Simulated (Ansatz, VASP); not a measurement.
# BAs in VASP and in Ansatz

```
B As
1.0
     0.00000    2.38395    2.38395
     2.38395    0.00000    2.38395
     2.38395    2.38395    0.00000
B As
1 1
Direct
  0.00000 0.00000 0.00000
  0.25000 0.25000 0.25000
```

Alike in both runs: functional PBEsol; k mesh 8 × 8 × 8; no spin polarisation.

Ansatz relaxed the structure, and its values are those at the end. VASP's run is a single point on that final structure, the one shown.

```csv
,VASP,Ansatz
version,VASP 6.6.1,Ansatz 0.2.0
potentials or method,"VASP PAW PBE potentials, release 64 (B, As)","plane waves, PAW"
plane-wave cutoff (eV),520,420
occupations,"gaussian, width 0.01 eV",fixed
valence electrons in the cell,8,18
```

|  | VASP | Ansatz | Ansatz less VASP |
| --- | --- | --- | --- |
| pressure (GPa) | 0.9 | 0.0 | -0.88 |

VASP's potentials were made for PBE, not for PBEsol. VASP's potentials hold 8 valence electrons a cell and Ansatz's 18, so a difference there can come from the potentials and not from the codes.
